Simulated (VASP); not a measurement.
Wanted: the native input for a VASP 6.6.1 run.

* Task: single point
* Functional: PBEsol
* Potentials or basis: VASP PAW PBE potentials, release 64 (Cd, F)
* Cutoff: 520 eV
* k mesh: 8 × 8 × 8
* Occupations: gaussian, width 0.05 eV
* Spin: no spin polarisation
* Dipole correction: no
* Further INCAR settings: ALGO = Normal; EDIFF = 1e-06; NBANDS = 20

The structure of CdF2 lies in POSCAR:

```
CdF2
1.0
    0.0000000000      2.6805300000      2.6940000000
    2.7074700000      0.0000000000      2.6940000000
    2.7074700000      2.6805300000      0.0000000000
Cd F
1 2
Direct
    0.0000000000      0.0000000000      0.0000000000
    0.2500000000      0.2500000000      0.2500000000
    0.7500000000      0.7500000000      0.7500000000
```

This cell differs from its parent crystal: strain +0.0050 x Voigt [1, -1, 0, 0, 0, 0].

The input as run:

INCAR

```
PREC = Accurate ; ENCUT = 520
EDIFF = 1E-6 ; ISMEAR = 0
SIGMA = 0.05 ; LREAL = F
LASPH = T ; NELM = 60
ALGO = Normal ; ISIF = 2
LWAVE = F ; LCHARG = F
GGA = PS ; NBANDS = 20
```

KPOINTS

```
regular mesh
0
Gamma
  8 8 8
```

Potentials or basis: VASP PAW PBE potentials, release 64 (Cd, F).

Run with:

```sh
$ cat potpaw_PBE.64/Cd/POTCAR potpaw_PBE.64/F/POTCAR > POTCAR
$ mpirun -np 1 vasp_std > vasp.out
```

Results of the run:

* Pressure: 0.5 GPa
* Band gap on the k mesh: 2.90 eV, indirect (least direct gap 3.38 eV)

Caveat: the cell differs from its parent crystal (strain +0.0050 x Voigt [1, -1, 0, 0, 0, 0]); the PAW data sets were made with another functional, which shifts forces and pressure a little.

Wall time 28 s on 1 thread of Intel(R) Xeon(R) 6975P-C (Granite Rapids), with other jobs on the host, peak memory 0.2 GiB.
